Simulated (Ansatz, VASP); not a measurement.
## One calculation of TiO2, two programs

The input POSCAR:

```
TiO2
1.0
    4.5922000000      0.0000000000      0.0000000000
    0.0000000000      4.5922000000      0.0000000000
    0.0000000000      0.0000000000      2.9574000000
Ti O
2 4
Direct
    0.0000000000      0.0000000000      0.0000000000
    0.5000000000      0.5000000000      0.5000000000
    0.3049600000      0.3049600000      0.0000000000
    0.1950400000      0.8049600000      0.5000000000
    0.6950400000      0.6950400000      0.0000000000
    0.8049600000      0.1950400000      0.5000000000
```

Contents of INCAR.step1:

```
PREC = Accurate
ENCUT = 600
ISMEAR = 0
SIGMA = 0.02
LREAL = False
LASPH = True
NELM = 60
GGA = PE
ALGO = Normal
EDIFF = 1E-4
LWAVE = True
LCHARG = False
```

Contents of INCAR.step2:

```
PREC = Accurate
ENCUT = 600
EDIFF = 1E-7
ISMEAR = 0
SIGMA = 0.02
LREAL = False
LASPH = True
NELM = 60
ALGO = Normal
ISIF = 3
LWAVE = False
LCHARG = False
METAGGA = R2SCAN
LMIXTAU = True
IBRION = 2
NSW = 100
EDIFFG = -0.002
ISTART = 1
```

File KPOINTS:

```
Automatic mesh
0
Gamma
  6 6 10
```

Input for Ansatz:

```yaml
crystal:
  lattice:
    - [4.5922, 0.0, 0.0]
    - [0.0, 4.5922, 0.0]
    - [0.0, 0.0, 2.9574]
  atoms:
    - { symbol: Ti, position: [0.0, 0.0, 0.0] }
    - { symbol: Ti, position: [0.5, 0.5, 0.5] }
    - { symbol: O, position: [0.30496, 0.30496, 0.0] }
    - { symbol: O, position: [0.19504, 0.80496, 0.5] }
    - { symbol: O, position: [0.69504, 0.69504, 0.0] }
    - { symbol: O, position: [0.80496, 0.19504, 0.5] }
basis:
  ecutwfc: 500
kpoints:
  mp_grid: { grid: [6, 6, 10] }
hamiltonian:
  xc: r2scan
  pseudopotentials: { kind: paw, azcp: { folder: soft_1 } }
scf:
  occupations: { method: gaussian, width: 0.02 }
output:
  forces: true
  stress: true
  eigenvalues: true
  write_density: true
  write_potential: true
  elf: true
  volumetric_format: npy
relax:
  adjacent_minimum: "off"
  f_tol: 0.002
  max_steps: 80
  cell: { stress_tol: 0.02 }
```

Alike in both runs: task relaxation of cell and atoms; functional r2SCAN; k mesh 6 × 6 × 10; occupations gaussian, width 0.02 eV; no spin polarisation.

|  | VASP | Ansatz |
| --- | --- | --- |
| version | VASP 6.6.1 | Ansatz 0.2.0 |
| potentials or method | VASP PAW PBE potentials, release 64 (Ti_sv, O), cutoff 600 eV | scalar-relativistic, plane waves, PAW |
| valence electrons in the cell | 48 | 48 |

Ansatz gave:

```
gap on the k mesh at the Fermi level, each at its own relaxed structure (eV) : 2.23
relaxed volume (Å³/atom)                                                     : 10.41
relaxed cell length with the largest relative difference (Å)                 : 2.954
```

Task: What did VASP give for the same quantities?

Result: gap on the k mesh at the Fermi level, each at its own relaxed structure (eV): 2.21; relaxed volume (Å³/atom): 10.44; relaxed cell length with the largest relative difference (Å): 2.960.

VASP's potentials were made for PBE, not for r2SCAN.
